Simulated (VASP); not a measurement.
Here is a VASP 6.6.1 calculation.

Contents of INCAR:

```
SYSTEM = Al2O3
PREC     = Accurate       ! precision mode
ENCUT    = 520            ! plane-wave cutoff, eV
EDIFF    = 1E-6           ! SCF threshold, eV
ISMEAR   = 0              ! smearing method
SIGMA    = 0.012          ! smearing width, eV
LREAL    = .False.        ! projectors in reciprocal space
LASPH    = .True.         ! aspherical terms in the spheres
NELM     = 80             ! most SCF steps
ALGO     = Normal         ! electronic algorithm
ISIF     = 2              ! what is computed and relaxed
LWAVE    = .False.        ! write WAVECAR
LCHARG   = .True.         ! write CHGCAR
GGA      = PE             ! functional
LELF     = .True.         ! ELF
LVHAR    = .True.       
NBANDS   = 35             ! bands
```

File KPOINTS:

```
regular mesh
0
Gamma
  6 3 9
  0 0 0
```

File POSCAR:

```
Al2O3
1.0
    4.6137770000      0.0000000000      0.0000000000
    0.0000000000      9.5632790000      0.0000000000
    0.0000000000      0.0000000000      3.1198620000
Al O
4 6
Direct
    0.9829750000      0.8245730000      0.0000000000
    0.0170250000      0.1754270000      0.0000000000
    0.4829750000      0.6754270000      0.5000000000
    0.5170250000      0.3245730000      0.5000000000
    0.5000000000      0.5000000000      0.5000000000
    0.1236350000      0.7530500000      0.5000000000
    0.3763650000      0.2530500000      0.0000000000
    0.6236350000      0.7469500000      0.0000000000
    0.0000000000      0.0000000000      0.0000000000
    0.8763650000      0.2469500000      0.5000000000
```

Potentials or basis: VASP PAW PBE potentials, release 64 (Al, O).

The run is started by

```sh
$ cat potpaw_PBE.64/Al/POTCAR potpaw_PBE.64/O/POTCAR > POTCAR
$ mpirun -np 1 vasp_std > vasp.out
```

Predict the pressure.

-0.1 GPa.

Predict the largest force.

0.191 eV/Å.

Predict the band gap on the k mesh.

3.51 eV, direct.

Stress tensor (GPa, compression positive):
```
 1.15  0.00  0.00
 0.00  1.81  0.00
 0.00  0.00 -3.13
```

A k mesh can miss the band edges. PBE gaps usually lie below the measured ones, often by a third to a half.
